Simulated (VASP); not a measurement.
A run of VASP 6.6.1 is set up as follows.

File INCAR:

```
SYSTEM = NbTe
PREC = Accurate
ENCUT = 520
EDIFF = 1E-7
ISMEAR = -1
SIGMA = 0.05
LREAL = .FALSE.
LASPH = .TRUE.
NELM = 150
ALGO = Normal
ISIF = 2
LWAVE = .FALSE.
LCHARG = .FALSE.
LMAXMIX = 4
LDAU = .TRUE.
LDAUTYPE = 2
LDAUL = 2 -1
LDAUU = 8 0
LDAUJ = 0 0
LDAUPRINT = 1
NBANDS = 16
```

The input KPOINTS:

```
Automatic mesh
0
G
  8 8 8
  0 0 0
```

POSCAR

```
NbTe
1.0
    3.4257000000      0.0000000000      0.0000000000
    0.0000000000      3.4257000000      0.0000000000
    0.0000000000      0.0000000000      3.4257000000
Nb Te
1 1
Direct
    0.5000000000      0.5000000000      0.5000000000
    0.0000000000      0.0000000000      0.0000000000
```

Potentials or basis: VASP PAW LDA potentials, release 64 (Nb_sv, Te).

The run is started by

```bash
$ cat potpaw_LDA.64/Nb_sv/POTCAR potpaw_LDA.64/Te/POTCAR > POTCAR
$ mpirun -np 1 vasp_std > vasp.out
```

Q: Estimate the pressure.

A: 1.7 GPa.

Eigenvalues of the final occupation matrices:
```tsv
site	spin	trace	eigenvalues
site 1 d	1	0.97	0.13 0.13 0.13 0.29 0.29
site 1 d	2	0.97	0.13 0.13 0.13 0.29 0.29
```

Caveat: spin-orbit coupling is left out, which moves the levels of the heavy elements; U without spin polarisation on a metal has little footing; the U is typed as a test and isn't derived for this compound.
